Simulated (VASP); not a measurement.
GaN, 2 atoms in the cell. It takes space group F-43m (No. 216, cubic). The conventional cell has a = 4.507 Å, b = 4.507 Å, c = 4.507 Å, α = 90.00°, β = 90.00°, γ = 90.00°. Ga (site symmetry -43m) has 4 N at 1.95 Å within 2.6 Å. Within 2.6 Å of N (site symmetry -43m) lie 4 Ga at 1.95 Å. 

* Program: VASP 6.6.1
* Task: relaxation of cell and atoms
* Functional: revPBE
* Dispersion: D3(BJ)
* Potentials or basis: VASP PAW PBE potentials, release 64 (Ga_d, N)
* Cutoff: 600 eV
* k mesh: 10 × 10 × 10
* Occupations: fermi-dirac, width 0.05 eV
* Spin: no spin polarisation
* Dipole correction: no
* Further INCAR settings: ALGO = Normal; EDIFF = 1e-06; IBRION = 2; EDIFFG = -0.01; NSW = 60; ISIF = 3

Potentials or basis: VASP PAW PBE potentials, release 64 (Ga_d, N).

Launch:

```console
$ cat potpaw_PBE.64/Ga_d/POTCAR potpaw_PBE.64/N/POTCAR > POTCAR
$ mpirun -np 1 vasp_std > vasp.out
```

Hardware: 1 thread of Intel Xeon 8259CL, with other jobs on the host.

Question: How long does it take, and how much memory?

Answer: Wall time 50 s on 1 thread of Intel Xeon 8259CL, on a shared host, peak memory 0.19 GiB. Counts: scf iterations 23, k points 47, ion steps 3.
